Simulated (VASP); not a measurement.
# Ti2O (P-3m1) in VASP: a series of runs

Ti2O is run at these levels: r2SCAN+U; tasks: single point.

All numbers are computed with VASP 6.6.1; they aren't measurements. Logs are shortened: lines on timing, memory, paths and dates and some standing lists are left out, and cuts for length are marked.

### 1 The cell of the first run

The structure is trigonal, space group P-3m1 (No. 164). The conventional cell has a = 2.731 Å, b = 2.731 Å, c = 5.084 Å, α = 90.00°, β = 90.00°, γ = 120.00°. Within 2.9 Å of Ti (site symmetry 3m) lie 3 O at 2.09 Å and 9 Ti at 2.73 to 2.81 Å. Within 2.8 Å of O (site symmetry -3m) lie 6 Ti at 2.09 Å and 6 O at 2.73 Å.

### 2 Single point, r2SCAN+U (strain -0.080 along x and y, +0.040 along z)

Input file POSCAR:

```
Ti2O
1.0
    2.7313094894      0.0000000000      0.0000000000
   -1.3656547447      2.3653834034      0.0000000000
    0.0000000000      0.0000000000      5.0842900500
Ti O
2 1
Direct
    0.6666666667      0.3333333333      0.2707615662
    0.3333333333      0.6666666667      0.7292384338
    0.0000000000      0.0000000000      0.0000000000
```

Input file INCAR.step1:

```
ALGO     = Normal         # electronic algorithm
EDIFF    = 1E-5           # SCF threshold, eV
ENCUT    = 660            # plane-wave cutoff, eV
GGA      = PE             # functional
GGA_COMPAT= False        
ISMEAR   = 0              # smearing method
LASPH    = True           # aspherical terms in the spheres
LCHARG   = False          # write CHGCAR
LDAU     = True           # DFT+U
LDAUJ    = 0 0          
LDAUL    = 2 -1           # shell
LDAUTYPE = 2            
LDAUU    = 4 0            # U, eV
LMAXMIX  = 4              # l up to which the mixer works
LREAL    = False          # projectors in reciprocal space
LWAVE    = True           # write WAVECAR
NBANDS   = 22             # bands
NELM     = 200            # most SCF steps
PREC     = Accurate       # precision mode
SIGMA    = 0.15           # smearing width, eV
```

Input file INCAR.step2:

```
ALGO     = Normal         # electronic algorithm
EDIFF    = 1E-6           # SCF threshold, eV
ENCUT    = 660            # plane-wave cutoff, eV
GGA_COMPAT= False        
ISIF     = 2              # what is computed and relaxed
ISMEAR   = 0              # smearing method
ISTART   = 1            
LASPH    = True           # aspherical terms in the spheres
LCHARG   = False          # write CHGCAR
LDAU     = True           # DFT+U
LDAUJ    = 0 0          
LDAUL    = 2 -1           # shell
LDAUPRINT= 1            
LDAUTYPE = 2            
LDAUU    = 4 0            # U, eV
LMAXMIX  = 4              # l up to which the mixer works
LMIXTAU  = True         
LREAL    = False          # projectors in reciprocal space
LWAVE    = False          # write WAVECAR
METAGGA  = R2SCAN         # meta-GGA
NBANDS   = 22             # bands
NELM     = 200            # most SCF steps
PREC     = Accurate       # precision mode
SIGMA    = 0.15           # smearing width, eV
```

Input file KPOINTS:

```
k-points
0
Gamma
  18 18 10
```

Potentials or basis: VASP PAW PBE potentials, release 64 (Ti_sv, O).

Command:

```bash
cat potpaw_PBE.64/Ti_sv/POTCAR potpaw_PBE.64/O/POTCAR > POTCAR
cp INCAR.step1 INCAR
mpirun -np 1 vasp_std > vasp.out
cp INCAR.step2 INCAR
mpirun -np 1 vasp_std > vasp.out
```

OUTCAR:

```text
EDIFF = 1E-6
   ENCUT = 660
   ISIF = 2
   ISMEAR = 0
   ISTART = 1
   LASPH = True
   LREAL = False
   METAGGA = R2SCAN
   NELM = 200
   PREC = Accurate

 ion  position               nearest neighbor table
   1  0.667  0.333  0.271-   3 2.09   3 2.09   3 2.09   2 2.81   2 2.81   2 2.81
   2  0.333  0.667  0.729-   3 2.09   3 2.09   3 2.09   1 2.81   1 2.81   1 2.81
   3  0.000  0.000  0.000-   1 2.09   2 2.09   2 2.09   1 2.09   1 2.09   2 2.09

  LATTYP: Found a hexagonal cell.
 ALAT       =     2.7313094894
 C/A-ratio  =     1.8614844161

  Lattice vectors:

 A1 = (   2.7313094894,   0.0000000000,   0.0000000000)
 A2 = (  -1.3656547447,   2.3653834034,   0.0000000000)
 A3 = (   0.0000000000,   0.0000000000,   5.0842900500)

Analysis of symmetry for initial positions (statically):
=====================================================================
 Subroutine PRICEL returns:
 Original cell was already a primitive cell.

 Routine SETGRP: Setting up the symmetry group for a
 hexagonal supercell.

 Subroutine GETGRP returns: Found 12 space group operations
 (whereof 12 operations were pure point group operations)
 out of a pool of 24 trial point group operations.

The static configuration has the point symmetry D_3d.

Analysis of symmetry for dynamics (positions and initial velocities):
=====================================================================
 Subroutine PRICEL returns:
 Original cell was already a primitive cell.

 Routine SETGRP: Setting up the symmetry group for a
 hexagonal supercell.

 Subroutine GETGRP returns: Found 12 space group operations
 (whereof 12 operations were pure point group operations)
 out of a pool of 24 trial point group operations.

The dynamic configuration has the point symmetry D_3d.

 Subroutine INISYM returns: Found 12 space group operations
 (whereof 12 operations are pure point group operations),
 and found     1 'primitive' translations

----------------------------------------------------------------------------------------

                                     Primitive cell

  volume of cell :      32.8475

  direct lattice vectors                    reciprocal lattice vectors
     2.731309489  0.000000000  0.000000000     0.366124749  0.211382222  0.000000000
    -1.365654745  2.365383403  0.000000000     0.000000000  0.422764444  0.000000000
     0.000000000  0.000000000  5.084290050     0.000000000  0.000000000  0.196684294

  length of vectors
     2.731309489  2.731309489  5.084290050     0.422764444  0.422764444  0.196684294

  position of ions in fractional coordinates (direct lattice)
     0.666666667  0.333333333  0.270761566
     0.333333333  0.666666667  0.729238434
     0.000000000  0.000000000  0.000000000

  ion indices of the primitive-cell ions
   primitive index   ion index
                 1           1
                 2           2
                 3           3

----------------------------------------------------------------------------------------

 KPOINTS: k-points

Automatic generation of k-mesh.
[... 91 lines left out ...]
 LDA+U is selected, type is set to LDAUTYPE =  2
   angular momentum for each species LDAUL =     2   -1
   U (eV)           for each species LDAUU =   4.0  0.0
   J (eV)           for each species LDAUJ =   0.0  0.0
   METAGGA = R2SCAN    functional components
   LHFCALC =     F    Hartree Fock is set to
   AEXX    =    0.0000 exact exchange contribution
   IVDW    =     0    specifies the selected vdW correction
   LEPSILON=     F    determine dielectric tensor
   LRPA    =     F    only Hartree local field effects (RPA)
 non-spin polarized calculation
 Gauss-broadening in eV      SIGMA  =   0.15
  energy-cutoff  :      660.00
  volume of cell :       32.85
 maximum number of plane-waves:      1293
 NGX is ok and might be reduce to    24
   NGX = 11   NGY = 11   NGZ = 21

atom =   1  type =  1  l = 2

 onsite density matrix

spin component  1

  0.2221  0.0000 -0.0000  0.0196  0.0000
  0.0000  0.1401 -0.0000 -0.0000  0.0196
 -0.0000 -0.0000  0.2144  0.0000 -0.0000
  0.0196 -0.0000  0.0000  0.1401  0.0000
  0.0000  0.0196 -0.0000  0.0000  0.2221

spin component  2

  0.2221  0.0000 -0.0000  0.0196  0.0000
  0.0000  0.1401 -0.0000 -0.0000  0.0196
 -0.0000 -0.0000  0.2144  0.0000 -0.0000
  0.0196 -0.0000  0.0000  0.1401  0.0000
  0.0000  0.0196 -0.0000  0.0000  0.2221

 occupancies and eigenvectors

  o =  0.1357  v =  0.0000  0.9752 -0.0000 -0.0000 -0.2213  0.0000  0.0000  0.0000  0.0000  0.0000      0.0000  0.0000  0.0000  0.0000  0.0000  0.0000  0.0000  0.0000  0.0000  0.0000
  o =  0.1357  v =  0.0000  0.0000  0.0000  0.0000  0.0000  0.0000  0.9752 -0.0000 -0.0000 -0.2213      0.0000  0.0000  0.0000  0.0000  0.0000  0.0000  0.0000  0.0000  0.0000  0.0000
  o =  0.1357  v = -0.2213  0.0000 -0.0000  0.9752 -0.0000  0.0000  0.0000  0.0000  0.0000  0.0000      0.0000  0.0000  0.0000  0.0000  0.0000  0.0000  0.0000  0.0000  0.0000  0.0000
  o =  0.1357  v =  0.0000  0.0000  0.0000  0.0000  0.0000 -0.2213  0.0000 -0.0000  0.9752 -0.0000      0.0000  0.0000  0.0000  0.0000  0.0000  0.0000  0.0000  0.0000  0.0000  0.0000
  o =  0.2144  v =  0.0000  0.0000  0.0000  0.0000  0.0000 -0.0000 -0.0000 -1.0000 -0.0000 -0.0000      0.0000  0.0000  0.0000  0.0000  0.0000  0.0000  0.0000  0.0000  0.0000  0.0000
  o =  0.2144  v = -0.0000 -0.0000 -1.0000 -0.0000 -0.0000  0.0000  0.0000  0.0000  0.0000  0.0000      0.0000  0.0000  0.0000  0.0000  0.0000  0.0000  0.0000  0.0000  0.0000  0.0000
  o =  0.2265  v = -0.0000  0.2213 -0.0000 -0.0000  0.9752  0.0000  0.0000  0.0000  0.0000  0.0000      0.0000  0.0000  0.0000  0.0000  0.0000  0.0000  0.0000  0.0000  0.0000  0.0000
  o =  0.2265  v =  0.0000  0.0000  0.0000  0.0000  0.0000 -0.0000  0.2213 -0.0000 -0.0000  0.9752      0.0000  0.0000  0.0000  0.0000  0.0000  0.0000  0.0000  0.0000  0.0000  0.0000
  o =  0.2265  v =  0.0000  0.0000  0.0000  0.0000  0.0000  0.9752  0.0000 -0.0000  0.2213  0.0000      0.0000  0.0000  0.0000  0.0000  0.0000  0.0000  0.0000  0.0000  0.0000  0.0000
  o =  0.2265  v =  0.9752  0.0000 -0.0000  0.2213  0.0000  0.0000  0.0000  0.0000  0.0000  0.0000      0.0000  0.0000  0.0000  0.0000  0.0000  0.0000  0.0000  0.0000  0.0000  0.0000

atom =   2  type =  1  l = 2

 onsite density matrix

spin component  1

  0.2221  0.0000 -0.0000  0.0196  0.0000
  0.0000  0.1401 -0.0000 -0.0000  0.0196
 -0.0000 -0.0000  0.2144 -0.0000 -0.0000
  0.0196 -0.0000 -0.0000  0.1401  0.0000
  0.0000  0.0196 -0.0000  0.0000  0.2221

spin component  2

  0.2221  0.0000 -0.0000  0.0196  0.0000
  0.0000  0.1401 -0.0000 -0.0000  0.0196
 -0.0000 -0.0000  0.2144 -0.0000 -0.0000
  0.0196 -0.0000 -0.0000  0.1401  0.0000
  0.0000  0.0196 -0.0000  0.0000  0.2221

 occupancies and eigenvectors

  o =  0.1357  v = -0.0000  0.9752 -0.0000  0.0000 -0.2213  0.0000  0.0000  0.0000  0.0000  0.0000      0.0000  0.0000  0.0000  0.0000  0.0000  0.0000  0.0000  0.0000  0.0000  0.0000
  o =  0.1357  v =  0.0000  0.0000  0.0000  0.0000  0.0000 -0.0000  0.9752 -0.0000  0.0000 -0.2213      0.0000  0.0000  0.0000  0.0000  0.0000  0.0000  0.0000  0.0000  0.0000  0.0000
  o =  0.1357  v =  0.0000  0.0000  0.0000  0.0000  0.0000  0.2213  0.0000 -0.0000 -0.9752 -0.0000      0.0000  0.0000  0.0000  0.0000  0.0000  0.0000  0.0000  0.0000  0.0000  0.0000
  o =  0.1357  v =  0.2213  0.0000 -0.0000 -0.9752 -0.0000  0.0000  0.0000  0.0000  0.0000  0.0000      0.0000  0.0000  0.0000  0.0000  0.0000  0.0000  0.0000  0.0000  0.0000  0.0000
  o =  0.2144  v =  0.0000  0.0000  1.0000  0.0000  0.0000  0.0000  0.0000  0.0000  0.0000  0.0000      0.0000  0.0000  0.0000  0.0000  0.0000  0.0000  0.0000  0.0000  0.0000  0.0000
  o =  0.2144  v =  0.0000  0.0000  0.0000  0.0000  0.0000  0.0000  0.0000  1.0000  0.0000  0.0000      0.0000  0.0000  0.0000  0.0000  0.0000  0.0000  0.0000  0.0000  0.0000  0.0000
  o =  0.2265  v =  0.0001 -0.2213  0.0000  0.0000 -0.9752  0.0000  0.0000  0.0000  0.0000  0.0000      0.0000  0.0000  0.0000  0.0000  0.0000  0.0000  0.0000  0.0000  0.0000  0.0000
  o =  0.2265  v =  0.0000  0.0000  0.0000  0.0000  0.0000  0.0001 -0.2213  0.0000  0.0000 -0.9752      0.0000  0.0000  0.0000  0.0000  0.0000  0.0000  0.0000  0.0000  0.0000  0.0000
  o =  0.2265  v =  0.9752  0.0000 -0.0000  0.2213  0.0001  0.0000  0.0000  0.0000  0.0000  0.0000      0.0000  0.0000  0.0000  0.0000  0.0000  0.0000  0.0000  0.0000  0.0000  0.0000
  o =  0.2265  v =  0.0000  0.0000  0.0000  0.0000  0.0000  0.9752  0.0000 -0.0000  0.2213  0.0001      0.0000  0.0000  0.0000  0.0000  0.0000  0.0000  0.0000  0.0000  0.0000  0.0000

 number of electron      29.9999998 magnetization

 Free energy of the ion-electron system (eV)
  ---------------------------------------------------
  ext. energy  EPLUGINS =         0.00000000
  ---------------------------------------------------
  free energy    TOTEN  =       -31.06973478 eV

  energy without entropy =      -31.05326270  energy(sigma->0) =      -31.06149874

 E-fermi :  11.8507     XC(G=0): -13.7697

 val. band max:       11.8436583932   @ k =  -0.0556   0.4444   0.4000
 cond. band min:      11.8527083601   @ k =   0.1111   0.0556   0.1000
 fundamental gap:      0.0090499669
 Fermi energy:        11.8506677553

 k-point     1 :       0.0000    0.0000    0.0000
  band No.  band energies     occupation
      1     -48.6421      2.00000
      2     -48.5230      2.00000
      3     -24.3376      2.00000
      4     -23.5345      2.00000
      5     -23.2808      2.00000
      6     -23.2808      2.00000
[... 589 lines left out ...]
     21      16.0114      0.00000
     22      16.1912      0.00000

 [... further k-points ...]

------------------------ aborting loop because EDIFF is reached ----------------------------------------

  FORCE on cell =-STRESS in cart. coord.  units (eV):
  Direction    XX          YY          ZZ          XY          YZ          ZX
  --------------------------------------------------------------------------------------
  -------------------------------------------------------------------------------------
  Total       10.6648564     10.6648564      2.9845919      0.0000000      0.0000000      0.0000000
  in kB      520.1909799    520.1909799    145.5769997      0.0000000      0.0000000      0.0000000
  external PRESSURE =     395.3196532 kB  Pullay stress =       0.0000000 kB

 VOLUME and BASIS-vectors are now :
 -----------------------------------------------------------------------------
  energy-cutoff  :      660.00
  volume of cell :       32.85
      direct lattice vectors                 reciprocal lattice vectors
     2.731309489  0.000000000  0.000000000     0.366124749  0.211382222  0.000000000
    -1.365654745  2.365383403  0.000000000     0.000000000  0.422764444  0.000000000
     0.000000000  0.000000000  5.084290050     0.000000000  0.000000000  0.196684294

 POSITION                                       TOTAL-FORCE (eV/Angst)
 -----------------------------------------------------------------------------------
      1.36565      0.78846      1.37663        -0.000000      0.000000      0.814721
     -0.00000      1.57692      3.70766         0.000000     -0.000000     -0.814721
      0.00000      0.00000      0.00000        -0.000000      0.000000      0.000000
 -----------------------------------------------------------------------------------
    total drift:                                0.000000      0.000000     -0.000000

  FREE ENERGIE OF THE ION-ELECTRON SYSTEM (eV)
  ---------------------------------------------------
  free  energy   TOTEN  =       -31.0697347784 eV

  energy  without entropy=      -31.0532626959  energy(sigma->0) =      -31.06149874
```

It took 26 min on 1 thread of Oxide Virtual Turin-like, shared host; peak memory 0.37 GiB.

Results:

```yaml
Free_energy: -31.0697 eV
Pressure: 39.5 GPa
Largest_force: 0.815 eV/Å
Band_gap_on_the_k_mesh: zero (bands 15 and 16 overlap by 1.07 eV)
```

Forces on the atoms (eV/Å):
```
Ti   0.000  0.000  0.815
Ti   0.000  0.000 -0.815
O    0.000  0.000  0.000
```

Eigenvalues of the final occupation matrices:
| site | spin | trace | eigenvalues |
| --- | --- | --- | --- |
| site 1 d | 1 | 0.94 | 0.14 0.14 0.21 0.23 0.23 |
| site 1 d | 2 | 0.94 | 0.14 0.14 0.21 0.23 0.23 |
| site 2 d | 1 | 0.94 | 0.14 0.14 0.21 0.23 0.23 |
| site 2 d | 2 | 0.94 | 0.14 0.14 0.21 0.23 0.23 |

Caveat: the cell differs from its parent crystal (strain -0.080 along x and y, +0.040 along z); the stress differs along the axes, from 15 to 52 GPa; the PAW data sets were made with another functional, which shifts forces and pressure a little; U without spin polarisation on a metal has little footing.

[end of part 1 of 2]
